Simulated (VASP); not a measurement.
# AgCl (Immm) in VASP: notebook

The runs below take AgCl through single point, with r2SCAN.

Program: VASP 6.6.1. These are calculated values, not measurements. Logs are shortened: lines on timing, memory, paths and dates and some standing lists are left out, and cuts for length are marked.

## (1) The cell of the first run

Symmetry: Immm, No. 71, orthorhombic system. The conventional cell has a = 3.848 Å, b = 3.995 Å, c = 5.546 Å, α = 90.00°, β = 90.00°, γ = 90.00°. Ag (site symmetry mmm) has 6 Cl at 2.77 Å within 3.7 Å. Within 3.7 Å of Cl (site symmetry mmm) lie 6 Ag at 2.77 Å.

## (2) Single point, r2SCAN (strain +0.0375 x Voigt [0, 0, 0, 0, 1, 0])

File POSCAR:

```
AgCl
1.0
    0.0519965625      2.7731500000      2.7731500000
    2.8251465625      0.0000000000      2.8251465625
    2.7731500000      2.7731500000      0.0519965625
Ag Cl
1 1
Direct
    0.5000000000      0.5000000000      0.5000000000
    0.0000000000      0.0000000000      0.0000000000
```

File INCAR.step1:

```
PREC = Accurate
ENCUT = 520
ISMEAR = 0
SIGMA = 0.05
LREAL = False
LASPH = True
NELM = 80
NBANDS = 16
GGA = PE
ALGO = Normal
EDIFF = 1E-4
LWAVE = True
LCHARG = False
```

File INCAR.step2:

```
PREC = Accurate
ENCUT = 520
EDIFF = 1E-7
ISMEAR = 0
SIGMA = 0.05
LREAL = False
LASPH = True
NELM = 80
ALGO = Normal
ISIF = 2
LWAVE = False
LCHARG = False
METAGGA = R2SCAN
LMIXTAU = True
NBANDS = 16
ISTART = 1
```

File KPOINTS:

```
Automatic mesh
0
Gamma
  8 8 8
```

Potentials or basis: VASP PAW PBE potentials, release 64 (Ag, Cl).

Started as:

```console
> cat potpaw_PBE.64/Ag/POTCAR potpaw_PBE.64/Cl/POTCAR > POTCAR
> cp INCAR.step1 INCAR
> mpirun -np 1 vasp_std > vasp.out
> cp INCAR.step2 INCAR
> mpirun -np 1 vasp_std > vasp.out
```

OUTCAR:

```text
PREC = Accurate
   ENCUT = 520
   EDIFF = 1E-7
   ISMEAR = 0
   LREAL = False
   LASPH = True
   NELM = 80
   ISIF = 2
   METAGGA = R2SCAN
   ISTART = 1

 ion  position               nearest neighbor table
   1  0.500  0.500  0.500-   2 2.77   2 2.77   2 2.77   2 2.77   2 2.77   2 2.77
   2  0.000  0.000  0.000-   1 2.77   1 2.77   1 2.77   1 2.77   1 2.77   1 2.77

  LATTYP: Found a body centered orthorhombic cell.
 ALAT       =     3.8482920966
 B/A-ratio  =     1.0382165605
 C/A-ratio  =     1.4412367515

  Lattice vectors:

 A1 = (   0.0519965625,  -2.7731500000,   2.7731500000)
 A2 = (  -0.0519965625,  -2.7731500000,  -2.7731500000)
 A3 = (   2.7731500000,   2.7731500000,   0.0519965625)

Analysis of symmetry for initial positions (statically):
=====================================================================
 Subroutine PRICEL returns:
 Original cell was already a primitive cell.

 Routine SETGRP: Setting up the symmetry group for a
 body centered orthorhombic supercell.

 Subroutine GETGRP returns: Found  8 space group operations
 (whereof  8 operations were pure point group operations)
 out of a pool of  8 trial point group operations.

The static configuration has the point symmetry D_2h.

Analysis of symmetry for dynamics (positions and initial velocities):
=====================================================================
 Subroutine PRICEL returns:
 Original cell was already a primitive cell.

 Routine SETGRP: Setting up the symmetry group for a
 body centered orthorhombic supercell.

 Subroutine GETGRP returns: Found  8 space group operations
 (whereof  8 operations were pure point group operations)
 out of a pool of  8 trial point group operations.

The dynamic configuration has the point symmetry D_2h.

 Subroutine INISYM returns: Found  8 space group operations
 (whereof  8 operations are pure point group operations),
 and found     1 'primitive' translations

----------------------------------------------------------------------------------------

                                     Primitive cell

  volume of cell :      42.6381

  direct lattice vectors                    reciprocal lattice vectors
     0.051996563  2.773150000  2.773150000    -0.183745611  0.180300380  0.183745611
     2.825146563  0.000000000  2.825146563     0.176981969 -0.180300380  0.176981969
     2.773150000  2.773150000  0.051996563     0.183745611  0.180300380 -0.183745611

  length of vectors
     3.922171017  3.995360584  3.922171017     0.316280139  0.308469547  0.316280139

[... 81 lines left out ...]
   LREAL  =      F    real-space projection
   EDIFFG = 0.1E-05   stopping-criterion for IOM
   NSW    =      0    number of steps for IOM
   IBRION =     -1    ionic relax: 0-MD 1-quasi-New 2-CG
   NFREE  =      0    steps in history (QN), initial steepest desc. (CG)
   ISIF   =      2    stress and relaxation
   ISYM   =      2    0-nonsym 1-usesym 2-fastsym
   POTIM  = 0.5000    time-step for ionic-motion
   TEBEG  =    0.0;   TEEND  =   0.0 temperature during run
   PSTRESS=    0.0 pullay stress
   NELECT =      18.0000    total number of electrons
   NUPDOWN=      -1.0000    fix difference up-down
   EMIN   =  10.00;   EMAX   =-10.00  energy-range for DOS
   EFERMI =   0.00;   METHOD = LEGACY
   ISMEAR =     0;   SIGMA  =   0.05  broadening in eV -4-tet -1-fermi 0-gaus
   EFERMI_NEDOS =   21; number of points for ismear=-14 and -15
   IALGO  =     38    algorithm
   IMIX   =      4    mixing-type and parameters
     AMIX     =   0.40;   BMIX     =  1.00
     AMIX_MAG =   1.60;   BMIX_MAG =  1.00
  volume/ion in A,a.u.               =      21.32       143.87
  Fermi-wavevector in a.u.,A,eV,Ry     =   1.228099  2.320770 20.520660  1.508226
  Thomas-Fermi vector in A             =   2.363037
   LORBIT       =      0    0 simple, 1 ext, 2 COOP (PROOUT), +10 PAW based schemes
   METAGGA = R2SCAN    functional components
   LHFCALC =     F    Hartree Fock is set to
   AEXX    =    0.0000 exact exchange contribution
   IVDW    =     0    specifies the selected vdW correction
   LEPSILON=     F    determine dielectric tensor
   LRPA    =     F    only Hartree local field effects (RPA)
 non-spin polarized calculation
 Gauss-broadening in eV      SIGMA  =   0.05
  energy-cutoff  :      520.00
  volume of cell :       42.64
 maximum number of plane-waves:      1164
 NGX is ok and might be reduce to    30
   NGX = 15   NGY = 15   NGZ = 15

 number of electron      18.0000001 magnetization

 Free energy of the ion-electron system (eV)
  ---------------------------------------------------
  ext. energy  EPLUGINS =         0.00000000
  ---------------------------------------------------
  free energy    TOTEN  =       -28.64218957 eV

  energy without entropy =      -28.64218957  energy(sigma->0) =      -28.64218957

 E-fermi :   3.8770     XC(G=0): -10.5104

 val. band max:        3.5731494252   @ k =   0.5000   0.0000   0.0000
 cond. band min:       4.9588283598   @ k =   0.0000   0.0000   0.0000
 fundamental gap:      1.3856789347
 Fermi energy:         3.8770480593

 k-point     1 :       0.0000    0.0000    0.0000
  band No.  band energies     occupation
      1     -12.2728      2.00000
      2       1.0167      2.00000
      3       1.0795      2.00000
      4       1.0923      2.00000
      5       1.0939      2.00000
      6       1.1332      2.00000
[... 433 lines left out ...]
      3      -0.0546      2.00000
      4       0.0660      2.00000
      5       1.0565      2.00000
      6       1.4292      2.00000
[... 8 lines left out ...]
     15      18.7992      0.00000
     16      19.9744      0.00000

 [... further k-points ...]

------------------------ aborting loop because EDIFF is reached ----------------------------------------

  FORCE on cell =-STRESS in cart. coord.  units (eV):
  Direction    XX          YY          ZZ          XY          YZ          ZX
  --------------------------------------------------------------------------------------
  -------------------------------------------------------------------------------------
  Total       -0.0301196     -0.0352827     -0.0301196      0.0000000      0.0000000     -0.0549527
  in kB       -1.1317820     -1.3257909     -1.1317820      0.0000000      0.0000000     -2.0649146
  external PRESSURE =      -1.1964516 kB  Pullay stress =       0.0000000 kB

 VOLUME and BASIS-vectors are now :
 -----------------------------------------------------------------------------
  energy-cutoff  :      520.00
  volume of cell :       42.64
      direct lattice vectors                 reciprocal lattice vectors
     0.051996563  2.773150000  2.773150000    -0.183745611  0.180300380  0.183745611
     2.825146563  0.000000000  2.825146563     0.176981969 -0.180300380  0.176981969
     2.773150000  2.773150000  0.051996563     0.183745611  0.180300380 -0.183745611

 POSITION                                       TOTAL-FORCE (eV/Angst)
 -----------------------------------------------------------------------------------
      2.82515      2.77315      2.82515         0.000000      0.000000     -0.000000
      0.00000      0.00000      0.00000        -0.000000      0.000000      0.000000
 -----------------------------------------------------------------------------------
    total drift:                                0.000000      0.000000      0.000000

  FREE ENERGIE OF THE ION-ELECTRON SYSTEM (eV)
  ---------------------------------------------------
  free  energy   TOTEN  =       -28.6421895719 eV

  energy  without entropy=      -28.6421895719  energy(sigma->0) =      -28.64218957
```

OUTCAR.step1:

```text
PREC = Accurate
   ENCUT = 520
   ISMEAR = 0
   LREAL = False
   LASPH = True
[... 680 lines left out ...]
      2.82515      2.77315      2.82515         0.000000      0.000000     -0.000000
      0.00000      0.00000      0.00000         0.000000      0.000000      0.000000
 -----------------------------------------------------------------------------------
    total drift:                                0.000000      0.000000      0.000000

  FREE ENERGIE OF THE ION-ELECTRON SYSTEM (eV)
  ---------------------------------------------------
  free  energy   TOTEN  =        -5.3932075817 eV

  energy  without entropy=       -5.3932075817  energy(sigma->0) =       -5.39320758
```

OSZICAR.step1:

```text
N       E                     dE             d eps       ncg     rms          rms(c)
DAV:   1     0.921171541243E+02    0.92117E+02   -0.85941E+03  3040   0.102E+03
DAV:   2    -0.255487035271E+01   -0.94672E+02   -0.86428E+02  3792   0.216E+02
DAV:   3    -0.556222226802E+01   -0.30074E+01   -0.29993E+01  3736   0.394E+01
DAV:   4    -0.557716116254E+01   -0.14939E-01   -0.14937E-01  3888   0.319E+00
DAV:   5    -0.557732297060E+01   -0.16181E-03   -0.16181E-03  3736   0.332E-01    0.616E+00
DAV:   6    -0.539784300199E+01    0.17948E+00   -0.24708E-01  3920   0.644E+00    0.399E+00
DAV:   7    -0.539382999187E+01    0.40130E-02   -0.96016E-02  3800   0.206E+00    0.197E+00
DAV:   8    -0.539313238574E+01    0.69761E-03   -0.46618E-03  3584   0.703E-01    0.306E-01
DAV:   9    -0.539320758173E+01   -0.75196E-04   -0.49901E-04  3880   0.278E-01
   1 F= -.53932076E+01 E0= -.53932076E+01  d E =-.444768E-14
```

Wall time 7.5 min (1 thread of Intel Xeon 8259CL, shared host); peak memory 0.21 GiB.

Results:

* Free energy: -28.6422 eV
* Pressure: -0.1 GPa
* Band gap on the k mesh: 1.39 eV (least direct gap 3.67 eV)

Caveat: the cell differs from its parent crystal (strain +0.0375 x Voigt [0, 0, 0, 0, 1, 0]); the PAW data sets were made with another functional, which shifts forces and pressure a little. A k mesh can miss the band edges.

## (3) Single point, r2SCAN (strain +0.0225 x Voigt [0, 0, 0, 0, 1, 0])

File POSCAR:

```
AgCl
1.0
    0.0311979375      2.7731500000      2.7731500000
    2.8043479375      0.0000000000      2.8043479375
    2.7731500000      2.7731500000      0.0311979375
Ag Cl
1 1
Direct
    0.5000000000      0.5000000000      0.5000000000
    0.0000000000      0.0000000000      0.0000000000
```

File INCAR.step1:

```
SYSTEM = AgCl
ALGO = Normal ; EDIFF = 1E-4
ENCUT = 520 ; GGA = PE
ISMEAR = 0 ; LASPH = .True.
LCHARG = .False. ; LREAL = .False.
LWAVE = .True. ; NBANDS = 16
NELM = 60 ; PREC = Accurate
SIGMA = 0.05
```

File INCAR.step2:

```
SYSTEM = AgCl
ALGO = Normal ; EDIFF = 1E-7
ENCUT = 520 ; ISIF = 2
ISMEAR = 0 ; ISTART = 1
LASPH = .True. ; LCHARG = .False.
LMIXTAU = .True. ; LREAL = .False.
LWAVE = .False. ; METAGGA = R2SCAN
NBANDS = 16 ; NELM = 60
PREC = Accurate ; SIGMA = 0.05
```

File KPOINTS:

```
k-points
0
Gamma
  8 8 8
  0 0 0
```

Potentials or basis: VASP PAW PBE potentials, release 64 (Ag, Cl).

Started as:

```console
> cat potpaw_PBE.64/Ag/POTCAR potpaw_PBE.64/Cl/POTCAR > POTCAR
> cp INCAR.step1 INCAR
> mpirun -np 1 vasp_std > vasp.out
> cp INCAR.step2 INCAR
> mpirun -np 1 vasp_std > vasp.out
```

Wall time 9.8 min (1 thread of Intel Xeon 8259CL, shared host); peak memory 0.21 GiB.

Results (log left out):

| Item | Value |
| --- | --- |
| Free energy | -28.6428 eV |
| Pressure | -0.1 GPa |
| Band gap on the k mesh | 1.40 eV (least direct gap 3.68 eV) |

Stress tensor (GPa, compression positive):
```
-0.11  0.00 -0.12
 0.00 -0.12  0.00
-0.12  0.00 -0.11
```

Levels at points of the mesh, in eV from the valence-band top:
```
           k point  band 7  band 8  band 9  band 10  band 11  band 12
(0.00, 0.00, 0.00)   -2.41   -2.40   -2.40     1.40    11.18    11.32
(0.50, 0.00, 0.00)   -1.76   -0.02    0.00     4.64     7.19     8.11
(0.00, 0.50, 0.00)   -1.79   -0.04   -0.02     4.73     7.09     8.26
(0.50, 0.50, 0.00)   -1.98   -1.98   -1.87     2.91     8.33     9.21
(0.50, 0.00, 0.50)   -1.98   -1.97   -1.86     2.90     8.33     9.22
```

Caveat: the cell differs from its parent crystal (strain +0.0225 x Voigt [0, 0, 0, 0, 1, 0]); the PAW data sets were made with another functional, which shifts forces and pressure a little.

## (4) Single point, r2SCAN (strain +0.0075 x Voigt [0, 0, 0, 0, 1, 0])

File POSCAR:

```
AgCl
1.0
    0.0103993125      2.7731500000      2.7731500000
    2.7835493125      0.0000000000      2.7835493125
    2.7731500000      2.7731500000      0.0103993125
Ag Cl
1 1
Direct
    0.5000000000      0.5000000000      0.5000000000
    0.0000000000      0.0000000000      0.0000000000
```

File INCAR.step1:

```
SYSTEM = AgCl
PREC     = Accurate       ! precision mode
ENCUT    = 520            ! plane-wave cutoff, eV
ISMEAR   = 0              ! smearing method
SIGMA    = 0.05           ! smearing width, eV
LREAL    = .False.        ! projectors in reciprocal space
LASPH    = .True.         ! aspherical terms in the spheres
NELM     = 100            ! most SCF steps
NBANDS   = 16             ! bands
GGA      = PE             ! functional
ALGO     = Normal         ! electronic algorithm
EDIFF    = 1E-4           ! SCF threshold, eV
LWAVE    = .True.         ! write WAVECAR
LCHARG   = .False.        ! write CHGCAR
```

File INCAR.step2:

```
SYSTEM = AgCl
PREC     = Accurate       ! precision mode
ENCUT    = 520            ! plane-wave cutoff, eV
EDIFF    = 1E-6           ! SCF threshold, eV
ISMEAR   = 0              ! smearing method
SIGMA    = 0.05           ! smearing width, eV
LREAL    = .False.        ! projectors in reciprocal space
LASPH    = .True.         ! aspherical terms in the spheres
NELM     = 100            ! most SCF steps
ALGO     = Normal         ! electronic algorithm
ISIF     = 2              ! what is computed and relaxed
LWAVE    = .False.        ! write WAVECAR
LCHARG   = .False.        ! write CHGCAR
METAGGA  = R2SCAN         ! meta-GGA
LMIXTAU  = .True.       
NBANDS   = 16             ! bands
ISTART   = 1
```

File KPOINTS:

```
Automatic mesh
0
Gamma
  8 8 8
  0 0 0
```

Started as:

```console
> cat potpaw_PBE.64/Ag/POTCAR potpaw_PBE.64/Cl/POTCAR > POTCAR
> cp INCAR.step1 INCAR
> mpirun -np 1 vasp_std > vasp.out
> cp INCAR.step2 INCAR
> mpirun -np 1 vasp_std > vasp.out
```

Wall time 7.1 min (1 thread of Intel Xeon 8259CL, shared host); peak memory 0.21 GiB.

The run converged. Its results:

```yaml
Free_energy: -28.6432 eV
Pressure: -0.1 GPa
Band_gap_on_the_k_mesh: 1.42 eV (least direct gap 3.70 eV)
```

Levels at points of the mesh, in eV from the valence-band top:
| k point | band 6 | band 7 | band 8 | band 9 | band 10 | band 11 | band 12 | band 13 |
| --- | --- | --- | --- | --- | --- | --- | --- | --- |
| (0.00, 0.00, 0.00) | -2.44 | -2.43 | -2.39 | -2.39 | 1.42 | 11.29 | 11.33 | 11.38 |
| (0.50, 0.00, 0.00) | -2.07 | -1.75 | -0.01 | 0.00 | 4.68 | 7.17 | 8.22 | 8.26 |
| (0.00, 0.50, 0.00) | -2.08 | -1.76 | -0.01 | -0.01 | 4.71 | 7.14 | 8.27 | 8.31 |
| (0.50, 0.50, 0.00) | -2.20 | -1.96 | -1.96 | -1.85 | 2.92 | 8.34 | 9.23 | 12.34 |
| (0.50, 0.00, 0.50) | -2.20 | -1.96 | -1.96 | -1.85 | 2.92 | 8.34 | 9.23 | 12.30 |

Caveat: the cell differs from its parent crystal (strain +0.0075 x Voigt [0, 0, 0, 0, 1, 0]); the PAW data sets were made with another functional, which shifts forces and pressure a little. A k mesh can miss the band edges.

## (5) The runs side by side

```csv
cell,gap on the mesh (eV),pressure (GPa)
"a = 3.922, b = 3.995 Å, angles 59.4, 58.8, 59.4°, 2 atoms",1.39,-0.1
"a = 3.922, b = 3.966 Å, angles 59.6, 59.3, 59.6°, 2 atoms",1.40,-0.1
"a = 3.922, b = 3.937 Å, angles 59.9, 59.8, 59.9°, 2 atoms",1.42,-0.1
```

Alike in all rows: task single point; level r2SCAN; potentials or basis VASP PAW PBE potentials, release 64 (Ag, Cl); no spin polarisation; k mesh 8 × 8 × 8; cutoff (eV) 520; smearing gaussian 0.05 eV.

Caveats: the PAW data sets were made with another functional, which shifts forces and pressure a little.

Absolute energies hang on the potentials; compare differences alone.
